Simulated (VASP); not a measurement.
Crystal: SiC5.

```
CELL_PARAMETERS angstrom
2.65349 0.00000 0.00000
-1.32675 2.29799 0.00000
0.00000 0.00000 12.99941
ATOMIC_POSITIONS crystal
Si 0.00000 0.00000 0.50000
C 0.00000 0.00000 0.00000
C 0.33333 0.66667 0.83333
C 0.66667 0.33333 0.66667
C 0.33333 0.66667 0.33333
C 0.66667 0.33333 0.16667
```

| Property | Result |
| --- | --- |
| Program | VASP 6.6.1 |
| Task | relaxation of cell and atoms |
| Functional | PBE |
| Potentials or basis | VASP PAW PBE potentials, release 64 (Si, C) |
| Cutoff | 600 eV |
| k mesh | 6 × 6 × 2 |
| Occupations | gaussian, width 0.1 eV |
| Spin | no spin polarisation |

At the start: pressure -23.7 GPa; volume 13.21 Å³/atom.

**Question.** How do energy, volume and symmetry change on relaxing?

**Answer.** Over 58 steps the energy falls by 3434.6 meV/atom and the volume is 13.68 Å³/atom (+3.6 %); space group P6/mmm (No. 191, to 0.05 Å).

Step by step:
| step | energy change (eV) | largest force (eV/Å) | pressure (GPa) | volume (Å³) |
| --- | --- | --- | --- | --- |
| 1 | 0.0000 | 0.1086 | -23.69 | 79.27 |
| 3 | -3.4343 | 0.4151 | -1.65 | 51.80 |
| 5 | -4.8643 | 1.1008 | 9.23 | 45.78 |
| 7 | -6.8939 | 2.3271 | 10.88 | 42.55 |
| 9 | -11.6303 | 5.1410 | 63.45 | 34.97 |
| 11 | -11.7640 | 4.1240 | 68.67 | 34.31 |
| 13 | -12.0895 | 2.9312 | 58.19 | 34.76 |
| 15 | -13.3757 | 1.5732 | 5.06 | 39.97 |
| 17 | -13.4082 | 1.3898 | -2.72 | 41.04 |
| 19 | -13.5087 | 0.8569 | -1.09 | 40.75 |
| 21 | -13.6048 | 0.1534 | 2.45 | 40.42 |
| 23 | -14.4184 | 1.6910 | 10.07 | 41.25 |
| 25 | -13.6176 | 2.8895 | 104.56 | 41.49 |
| 27 | -16.0381 | 1.5222 | 58.89 | 41.98 |
| 29 | -16.1449 | 1.2174 | 60.92 | 42.34 |
| 31 | -16.5391 | 1.2526 | 64.09 | 43.69 |
| 33 | -16.5569 | 1.5856 | 64.47 | 44.12 |
| 35 | -17.0591 | 1.9818 | 51.14 | 45.86 |
| 37 | -17.3657 | 4.4629 | 6.63 | 54.12 |
| 39 | -17.7702 | 3.1989 | 18.53 | 51.29 |
| 41 | -18.5479 | 1.4690 | 0.72 | 54.76 |
| 43 | -18.7414 | 0.9578 | -0.18 | 55.50 |
| 45 | -18.7301 | 4.2048 | 9.42 | 57.67 |
| 47 | -19.4948 | 2.0390 | 6.66 | 57.91 |
| 49 | -20.1199 | 0.7028 | 15.50 | 62.65 |
| 51 | -20.4449 | 0.4598 | -1.07 | 69.85 |
| 53 | -20.5580 | 0.1685 | -1.11 | 74.69 |
| 55 | -20.5987 | 0.2410 | 1.71 | 82.01 |
| 57 | -20.6069 | 0.0806 | -0.58 | 82.31 |
| 58 | -20.6077 | 0.0143 | -0.05 | 82.10 |

Final structure:
```
CELL_PARAMETERS angstrom
2.44120 0.00000 0.00000
-1.22060 2.11414 0.00000
0.00000 0.00000 15.90781
ATOMIC_POSITIONS crystal
Si 0.00000 0.00000 0.50000
C 0.00000 0.00000 0.00000
C 0.33333 0.66667 0.77813
C 0.66667 0.33333 0.77813
C 0.33333 0.66667 0.22187
C 0.66667 0.33333 0.22187
```

Caveat: the k points lie up to 0.50 Å⁻¹ apart in the final cell.
